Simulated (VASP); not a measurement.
Co, 2 atoms in the cell. The structure is trigonal, space group P-3m1 (No. 164). Conventional cell: a = 2.487 Å, b = 2.487 Å, c = 4.063 Å, α = 90.00°, β = 90.00°, γ = 120.00°. Co (site symmetry 3m) has 12 Co at 2.42 to 2.55 Å within 3.2 Å. 

* Program: VASP 6.6.1
* Task: single point
* Functional: PBEsol
* Potentials or basis: VASP PAW PBE potentials, release 64 (Co)
* Cutoff: 520 eV
* k mesh: 10 × 10 × 6
* Occupations: fermi-dirac, width 0.05 eV
* Spin: collinear spin, ferromagnetic start
* Starting moments: [2.0, 2.0] μB
* Fixed moment: 4 μB
* Dipole correction: no
* Further INCAR settings: ALGO = Normal; EDIFF = 1e-06; NBANDS = 20

Potentials or basis: VASP PAW PBE potentials, release 64 (Co).

Run with:

```sh
$ cat potpaw_PBE.64/Co/POTCAR > POTCAR
$ mpirun -np 1 vasp_std > vasp.out
```

Hardware: 1 thread of Intel Xeon 8259CL, with other jobs on the host.

Task: How long does it take, and how much memory?

Result: Wall time 76 s on 1 thread of Intel Xeon 8259CL (shared host), peak memory 0.17 GiB. Counts: scf iterations 14, k points 72.
